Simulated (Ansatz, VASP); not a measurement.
# Two plane-wave programs on MnS

```
CELL_PARAMETERS angstrom
0.00000 2.60450 2.60450
2.60450 0.00000 2.60450
2.60450 2.60450 0.00000
ATOMIC_POSITIONS crystal
Mn 0.00000 0.00000 0.00000
S 0.50000 0.50000 0.50000
```

Alike in both runs: task single point; functional PBE; k mesh 7 × 7 × 7; occupations fermi-dirac, width 0.05 eV; collinear spin; fixed moment 1 μB.

```csv
,VASP,Ansatz
version,VASP 6.6.1,Ansatz 0.2.0
potentials or method,"VASP PAW PBE potentials, release 64 (Mn_pv, S)",Ansatz PAW
plane-wave cutoff (eV),520,420
valence electrons in the cell,19,21
```

Ansatz gave:

```
pressure (GPa)           : -17.5
net moment per atom (μB) : 0.50
```

Question: What did VASP give for the same quantities?

Answer: Pressure (GPa): -17.6; net moment per atom (μB): 0.50.

VASP's potentials hold 19 valence electrons a cell and Ansatz's 21, so a difference there can come from the potentials and not from the codes.
